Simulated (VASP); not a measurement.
# TiB2 in VASP: notebook

Aim: see how the results for TiB2 move with the level of theory and the settings. Levels: PBE, PBEsol. Tasks: single point.

Everything below comes from runs of VASP 6.6.1. Logs are shortened: lines on timing, memory, paths and dates and some standing lists are left out, and cuts for length are marked.

### Step 1. The cell of the first run

The structure is hexagonal, space group P6/mmm (No. 191). Conventional cell: a = 3.029 Å, b = 3.029 Å, c = 3.228 Å, α = 90.00°, β = 90.00°, γ = 120.00°. Ti (site symmetry 6/mmm) has 12 B at 2.38 Å and 6 Ti at 3.03 Å within 3.1 Å. B (site symmetry -6m2) has 3 B at 1.75 Å and 6 Ti at 2.38 Å within 2.4 Å.

### Step 2. Single point, PBE

Input file INCAR:

```
ALGO = Normal
EDIFF = 1E-6
ENCUT = 520
GGA = PE
ISIF = 2
ISMEAR = 0
LASPH = True
LCHARG = False
LREAL = False
LWAVE = False
NBANDS = 16
NELM = 60
PREC = Accurate
SIGMA = 0.05
```

Input file KPOINTS:

```
k-points
0
Gamma
  12 12 10
```

Input file POSCAR:

```
TiB2
1.0
    3.0292000000      0.0000000000      0.0000000000
   -1.5146000000      2.6233641531      0.0000000000
    0.0000000000      0.0000000000      3.2284000000
Ti B
1 2
Direct
    0.0000000000      0.0000000000      0.0000000000
    0.3333333333      0.6666666667      0.5000000000
    0.6666666667      0.3333333333      0.5000000000
```

Potentials or basis: VASP PAW PBE potentials, release 64 (Ti_sv, B).

Run with:

```bash
> cat potpaw_PBE.64/Ti_sv/POTCAR potpaw_PBE.64/B/POTCAR > POTCAR
> mpirun -np 1 vasp_std > vasp.out
```

OUTCAR:

```text
EDIFF = 1E-6
   ENCUT = 520
   GGA = PE
   ISIF = 2
   ISMEAR = 0
   LASPH = True
   LREAL = False
   NELM = 60
   PREC = Accurate

 ion  position               nearest neighbor table
   1  0.000  0.000  0.000-   2 2.38   3 2.38   2 2.38   3 2.38   2 2.38   2 2.38   3 2.38   3 2.38
                             3 2.38   3 2.38   2 2.38   2 2.38
   2  0.333  0.667  0.500-   3 1.75   3 1.75   3 1.75   1 2.38   1 2.38   1 2.38   1 2.38   1 2.38
                             1 2.38
   3  0.667  0.333  0.500-   2 1.75   2 1.75   2 1.75   1 2.38   1 2.38   1 2.38   1 2.38   1 2.38
                             1 2.38

  LATTYP: Found a hexagonal cell.
 ALAT       =     3.0292000000
 C/A-ratio  =     1.0657599366

  Lattice vectors:

 A1 = (   3.0292000000,   0.0000000000,   0.0000000000)
 A2 = (  -1.5146000000,   2.6233641531,   0.0000000000)
 A3 = (   0.0000000000,   0.0000000000,   3.2284000000)

Analysis of symmetry for initial positions (statically):
=====================================================================
 Subroutine PRICEL returns:
 Original cell was already a primitive cell.

 Routine SETGRP: Setting up the symmetry group for a
 hexagonal supercell.

 Subroutine GETGRP returns: Found 24 space group operations
 (whereof 24 operations were pure point group operations)
 out of a pool of 24 trial point group operations.

The static configuration has the point symmetry D_6h.

Analysis of symmetry for dynamics (positions and initial velocities):
=====================================================================
 Subroutine PRICEL returns:
 Original cell was already a primitive cell.

 Routine SETGRP: Setting up the symmetry group for a
 hexagonal supercell.

 Subroutine GETGRP returns: Found 24 space group operations
 (whereof 24 operations were pure point group operations)
 out of a pool of 24 trial point group operations.

The dynamic configuration has the point symmetry D_6h.

 Subroutine INISYM returns: Found 24 space group operations
 (whereof 24 operations are pure point group operations),
 and found     1 'primitive' translations

----------------------------------------------------------------------------------------

                                     Primitive cell

  volume of cell :      25.6551

  direct lattice vectors                    reciprocal lattice vectors
     3.029200000  0.000000000  0.000000000     0.330120164  0.190594965  0.000000000
    -1.514600000  2.623364153  0.000000000     0.000000000  0.381189931  0.000000000
     0.000000000  0.000000000  3.228400000     0.000000000  0.000000000  0.309750960

  length of vectors
     3.029200000  3.029200000  3.228400000     0.381189931  0.381189931  0.309750960

  position of ions in fractional coordinates (direct lattice)
     0.000000000  0.000000000  0.000000000
     0.333333333  0.666666667  0.500000000
     0.666666667  0.333333333  0.500000000

  ion indices of the primitive-cell ions
   primitive index   ion index
                 1           1
                 2           2
                 3           3

----------------------------------------------------------------------------------------

 KPOINTS: k-points

Automatic generation of k-mesh.
 Grid dimensions read from file:
 generate k-points for:   12   12   10

 Generating k-lattice:

  Cartesian coordinates                     Fractional coordinates (reciprocal lattice)
     0.027510014  0.015882914  0.000000000     0.083333333  0.000000000  0.000000000
     0.000000000  0.031765828  0.000000000     0.000000000  0.083333333  0.000000000
     0.000000000  0.000000000  0.030975096     0.000000000  0.000000000  0.100000000

  Length of vectors
     0.031765828  0.031765828  0.030975096

  Shift w.r.t. Gamma in fractional coordinates (k-lattice)
     0.000000000  0.000000000  0.000000000

 Subroutine IBZKPT returns following result:
 ===========================================

 Found    114 irreducible k-points:

 Following reciprocal coordinates:
            Coordinates               Weight
  0.000000  0.000000  0.000000      1.000000
  0.083333 -0.000000  0.000000      6.000000
  0.166667 -0.000000  0.000000      6.000000
  0.250000 -0.000000  0.000000      6.000000
  0.333333 -0.000000  0.000000      6.000000
  0.416667 -0.000000  0.000000      6.000000
[... 16 lines left out ...]
  0.250000 -0.000000  0.100000     12.000000
  0.333333 -0.000000  0.100000     12.000000
 [... further k-points ...]
   k-points           NKPTS =    114   k-points in BZ     NKDIM =    114   number of bands    NBANDS=     16
   number of dos      NEDOS =    301   number of ions     NIONS =      3
   total plane-waves  NPLWV =  13824
   dimension x,y,z NGX =    24 NGY =   24 NGZ =   24
   dimension x,y,z NGXF=    48 NGYF=   48 NGZF=   48
   ions per type =               1   2
   NGX,Y,Z   is equivalent  to a cutoff of  13.17, 13.17, 12.36 a.u.
   NGXF,Y,Z  is equivalent  to a cutoff of  26.34, 26.34, 24.72 a.u.
 SYSTEM =  unknown system
   PREC   = accura    normal or accurate (medium, high low for compatibility)
   ISTART =      0    job   : 0-new  1-cont  2-samecut
   ICHARG =      2    charge: 1-file 2-atom 10-const
   ISPIN  =      1    spin polarized calculation?
   LNONCOLLINEAR =      F non collinear calculations
   LSORBIT =      F    spin-orbit coupling
   LASPH  =      T    aspherical Exc in radial PAW
   ENCUT  =  520.0 eV  38.22 Ry    6.18 a.u.   5.63  5.63  6.00*2*pi/ulx,y,z
   NELM   =     60;   NELMIN=  2; NELMDL= -5     # of ELM steps
   EDIFF  = 0.1E-05   stopping-criterion for ELM
   LREAL  =      F    real-space projection
   EDIFFG = 0.1E-04   stopping-criterion for IOM
   NSW    =      0    number of steps for IOM
   IBRION =     -1    ionic relax: 0-MD 1-quasi-New 2-CG
   NFREE  =      0    steps in history (QN), initial steepest desc. (CG)
   ISIF   =      2    stress and relaxation
   ISYM   =      2    0-nonsym 1-usesym 2-fastsym
   POTIM  = 0.5000    time-step for ionic-motion
   TEBEG  =    0.0;   TEEND  =   0.0 temperature during run
   PSTRESS=    0.0 pullay stress
   NELECT =      18.0000    total number of electrons
   NUPDOWN=      -1.0000    fix difference up-down
   EMIN   =  10.00;   EMAX   =-10.00  energy-range for DOS
   EFERMI =   0.00;   METHOD = LEGACY
   ISMEAR =     0;   SIGMA  =   0.05  broadening in eV -4-tet -1-fermi 0-gaus
   EFERMI_NEDOS =   21; number of points for ismear=-14 and -15
   IALGO  =     38    algorithm
   IMIX   =      4    mixing-type and parameters
     AMIX     =   0.40;   BMIX     =  1.00
     AMIX_MAG =   1.60;   BMIX_MAG =  1.00
  volume/ion in A,a.u.               =       8.55        57.71
  Fermi-wavevector in a.u.,A,eV,Ry     =   1.454703  2.748990 28.792122  2.116161
  Thomas-Fermi vector in A             =   2.571823
   LORBIT       =      0    0 simple, 1 ext, 2 COOP (PROOUT), +10 PAW based schemes
   GGA     = PE    functional components
   LHFCALC =     F    Hartree Fock is set to
   AEXX    =    0.0000 exact exchange contribution
   IVDW    =     0    specifies the selected vdW correction
   LEPSILON=     F    determine dielectric tensor
   LRPA    =     F    only Hartree local field effects (RPA)
 non-spin polarized calculation
 Gauss-broadening in eV      SIGMA  =   0.05
  energy-cutoff  :      520.00
  volume of cell :       25.66
 maximum number of plane-waves:       721
 NGX is ok and might be reduce to    24
   NGX = 11   NGY = 11   NGZ = 13

 number of electron      18.0000002 magnetization

 Free energy of the ion-electron system (eV)
  ---------------------------------------------------
  ext. energy  EPLUGINS =         0.00000000
  ---------------------------------------------------
  free energy    TOTEN  =       -24.42932978 eV

  energy without entropy =      -24.42841865  energy(sigma->0) =      -24.42887422

 E-fermi :  10.0162     XC(G=0): -12.7685

 val. band max:        9.9823147591   @ k =   0.0833   0.0833   0.3000
 cond. band min:      10.0171582682   @ k =   0.0833  -0.0000   0.3000
 fundamental gap:      0.0348435090
 Fermi energy:        10.0162237455

 k-point     1 :       0.0000    0.0000    0.0000
  band No.  band energies     occupation
      1     -46.9602      2.00000
      2     -23.3090      2.00000
      3     -22.9983      2.00000
      4     -22.9983      2.00000
      5      -3.5076      2.00000
      6       7.3980      2.00000
[... 8 lines left out ...]
     15      15.7689      0.00000
     16      16.9203      0.00000

 k-point     2 :       0.0833   -0.0000    0.0000
  band No.  band energies     occupation
      1     -46.9565      2.00000
      2     -23.3043      2.00000
      3     -23.0260      2.00000
      4     -23.0045      2.00000
      5      -3.3739      2.00000
      6       7.0131      2.00000
[... 8 lines left out ...]
     15      16.5676      0.00000
     16      17.3452      0.00000

 k-point     3 :       0.1667   -0.0000    0.0000
  band No.  band energies     occupation
      1     -46.9466      2.00000
      2     -23.2917      2.00000
      3     -23.1015      2.00000
      4     -23.0217      2.00000
      5      -2.9805      2.00000
      6       6.0253      2.00000
[... 8 lines left out ...]
     15      18.1977      0.00000
     16      18.2304      0.00000

 k-point     4 :       0.2500   -0.0000    0.0000
  band No.  band energies     occupation
      1     -46.9330      2.00000
      2     -23.2744      2.00000
      3     -23.2031      2.00000
      4     -23.0450      2.00000
      5      -2.3479      2.00000
      6       4.7391      2.00000
[... 8 lines left out ...]
     15      17.3653      0.00000
     16      19.1902      0.00000
[... 324 lines left out ...]
 k-point    22 :       0.1667   -0.0000    0.1000
  band No.  band energies     occupation
      1     -46.9452      2.00000
      2     -23.3104      2.00000
      3     -23.0995      2.00000
      4     -23.0200      2.00000
      5      -2.8604      2.00000
      6       6.0696      2.00000
[... 8 lines left out ...]
     15      17.8202      0.00000
     16      18.3086      0.00000

 k-point    23 :       0.2500   -0.0000    0.1000
  band No.  band energies     occupation
      1     -46.9317      2.00000
      2     -23.2926      2.00000
      3     -23.2006      2.00000
      4     -23.0432      2.00000
      5      -2.2426      2.00000
      6       4.7575      2.00000
[... 8 lines left out ...]
     15      17.6327      0.00000
     16      19.6550      0.00000

 k-point    24 :       0.3333   -0.0000    0.1000
  band No.  band energies     occupation
      1     -46.9181      2.00000
      2     -23.3009      2.00000
      3     -23.2742      2.00000
      4     -23.0664      2.00000
      5      -1.4184      2.00000
      6       3.3690      2.00000
[... 8 lines left out ...]
     15      17.6552      0.00000
     16      19.5097      0.00000

 [... further k-points ...]

------------------------ aborting loop because EDIFF is reached ----------------------------------------

  FORCE on cell =-STRESS in cart. coord.  units (eV):
  Direction    XX          YY          ZZ          XY          YZ          ZX
  --------------------------------------------------------------------------------------
  -------------------------------------------------------------------------------------
  Total        0.1131648      0.1131648     -0.0130753      0.0000000      0.0000000      0.0000000
  in kB        7.0672142      7.0672142     -0.8165579      0.0000000      0.0000000      0.0000000
  external PRESSURE =       4.4392901 kB  Pullay stress =       0.0000000 kB

 VOLUME and BASIS-vectors are now :
 -----------------------------------------------------------------------------
  energy-cutoff  :      520.00
  volume of cell :       25.66
      direct lattice vectors                 reciprocal lattice vectors
     3.029200000  0.000000000  0.000000000     0.330120164  0.190594965  0.000000000
    -1.514600000  2.623364153  0.000000000     0.000000000  0.381189931  0.000000000
     0.000000000  0.000000000  3.228400000     0.000000000  0.000000000  0.309750960

 POSITION                                       TOTAL-FORCE (eV/Angst)
 -----------------------------------------------------------------------------------
      0.00000      0.00000      0.00000         0.000000      0.000000      0.000000
     -0.00000      1.74891      1.61420        -0.000000     -0.000000      0.000000
      1.51460      0.87445      1.61420         0.000000      0.000000      0.000000
 -----------------------------------------------------------------------------------
    total drift:                               -0.000000      0.000000      0.000000

  FREE ENERGIE OF THE ION-ELECTRON SYSTEM (eV)
  ---------------------------------------------------
  free  energy   TOTEN  =       -24.4293297828 eV

  energy  without entropy=      -24.4284186512  energy(sigma->0) =      -24.42887422
```

It took 43 s on 1 thread of Intel Xeon 8259CL, shared host; peak memory 0.17 GiB.

Results:

```yaml
Free_energy: -24.4293 eV
Pressure: 0.4 GPa
Band_gap_on_the_k_mesh: zero (bands 9 and 10 overlap by 0.57 eV)
```

Levels at points of the mesh, in eV from the Fermi level:
| k point | band 5 | band 6 | band 7 | band 8 | band 9 | band 10 | band 11 | band 12 | band 13 | band 14 |
| --- | --- | --- | --- | --- | --- | --- | --- | --- | --- | --- |
| (0.00, 0.00, 0.00) | -13.52 | -2.62 | -2.62 | -2.34 | -2.13 | 1.87 | 1.87 | 3.63 | 3.63 | 5.75 |
| (0.50, 0.00, 0.00) | -9.38 | -9.25 | -3.28 | -3.24 | -2.28 | 1.32 | 2.72 | 3.20 | 3.35 | 7.43 |
| (0.00, 0.00, 0.50) | -11.61 | -7.63 | -0.57 | -0.57 | -0.20 | -0.20 | 0.42 | 0.42 | 1.62 | 6.54 |
| (0.50, 0.00, 0.50) | -9.77 | -7.57 | -4.66 | -3.84 | -3.16 | 2.46 | 2.90 | 4.44 | 4.56 | 5.35 |

### Step 3. Single point, PBEsol

Input file INCAR:

```
PREC = Accurate ; ENCUT = 520
EDIFF = 1E-7 ; ISMEAR = 0
SIGMA = 0.05 ; LREAL = False
LASPH = True ; NELM = 80
ALGO = Normal ; ISIF = 2
LWAVE = False ; LCHARG = False
GGA = PS ; NBANDS = 16
```

Input file KPOINTS:

```
Automatic mesh
0
Gamma
  12 12 10
```

POSCAR is that of step 2.

Potentials or basis: VASP PAW PBE potentials, release 64 (Ti_sv, B).

Run with:

```bash
> cat potpaw_PBE.64/Ti_sv/POTCAR potpaw_PBE.64/B/POTCAR > POTCAR
> mpirun -np 1 vasp_std > vasp.out
```

It took 46 s on 1 thread of Intel Xeon 8259CL, shared host; peak memory 0.17 GiB.

Results (log left out):

```
Free energy            : -25.7832 eV
Pressure               : -4.8 GPa
Band gap on the k mesh : zero (bands 9 and 10 overlap by 0.56 eV)
```

Stress tensor (GPa, compression positive):
```
-3.88  0.00  0.00
 0.00 -3.88  0.00
 0.00  0.00 -6.60
```

Levels at points of the mesh, in eV from the Fermi level:
| k point | band 6 | band 7 | band 8 | band 9 | band 10 | band 11 | band 12 | band 13 |
| --- | --- | --- | --- | --- | --- | --- | --- | --- |
| (0.00, 0.00, 0.00) | -2.60 | -2.60 | -2.31 | -2.16 | 1.88 | 1.88 | 3.67 | 3.67 |
| (0.50, 0.00, 0.00) | -9.19 | -3.25 | -3.23 | -2.30 | 1.33 | 2.75 | 3.23 | 3.38 |
| (0.00, 0.00, 0.50) | -7.63 | -0.53 | -0.53 | -0.20 | -0.20 | 0.42 | 0.42 | 1.63 |
| (0.50, 0.00, 0.50) | -7.53 | -4.64 | -3.84 | -3.14 | 2.47 | 2.93 | 4.49 | 4.60 |

Caveat: the cell stands under tension; the PAW data sets were made with another functional, which shifts forces and pressure a little.

[end of part 1 of 2]
